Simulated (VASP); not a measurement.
Here is a VASP 6.6.1 calculation.

POSCAR

```
Al3Cu
1.0
    2.7737808638      0.0000000000      0.0000000000
    0.0000000000      2.7737808638      0.0000000000
    0.0000000000      0.0000000000      7.5918631133
Al Cu
3 1
Direct
    0.0000000000      0.0000000000      0.5263439945
    0.5000000000      0.5000000000      0.2489869951
    0.5000000000      0.5000000000      0.8037009939
    0.0000000000      0.0000000000      0.0000000000
```

The input INCAR.step1:

```
SYSTEM = Al3Cu
ALGO = Normal
EDIFF = 1E-4
ENCUT = 520
GGA = PE
ISMEAR = 0
LASPH = .TRUE.
LCHARG = .FALSE.
LREAL = .FALSE.
LWAVE = .TRUE.
NBANDS = 18
NELM = 60
PREC = Accurate
SIGMA = 0.15
```

INCAR.step2

```
SYSTEM = Al3Cu
ALGO = Normal
EDIFF = 1E-7
ENCUT = 520
ISIF = 2
ISMEAR = 0
ISTART = 1
LASPH = .TRUE.
LCHARG = .FALSE.
LMIXTAU = .TRUE.
LREAL = .FALSE.
LWAVE = .FALSE.
METAGGA = R2SCAN
NBANDS = 18
NELM = 60
PREC = Accurate
SIGMA = 0.15
```

The input KPOINTS:

```
k-points
0
G
  18 18 6
  0 0 0
```

Potentials or basis: VASP PAW PBE potentials, release 64 (Al, Cu).

Launch:

```bash
$ cat potpaw_PBE.64/Al/POTCAR potpaw_PBE.64/Cu/POTCAR > POTCAR
$ cp INCAR.step1 INCAR
$ mpirun -np 1 vasp_std > vasp.out
$ cp INCAR.step2 INCAR
$ mpirun -np 1 vasp_std > vasp.out
```

Q: Predict the pressure.

A: 1.0 GPa.

Q: What does it give for the band gap on the k mesh?

A: Zero (band 10 reaches 12.97 eV, above the bottom of band 11 at 6.52 eV).

Q: What does it give for the largest force?

A: 1.273 eV/Å.

Forces in eV/Å, atoms in the order of the input:
```
Al   0.000  0.000 -0.100
Al   0.000  0.000 -0.385
Al   0.000  0.000 -0.788
Cu   0.000  0.000  1.273
```

Caveat: the cell differs from its parent crystal (all Al atoms moved -0.200 Å, as atom 1 towards its neighbour atom 4 (Cu) at 3.796 Å); the PAW data sets were made with another functional, which shifts forces and pressure a little.
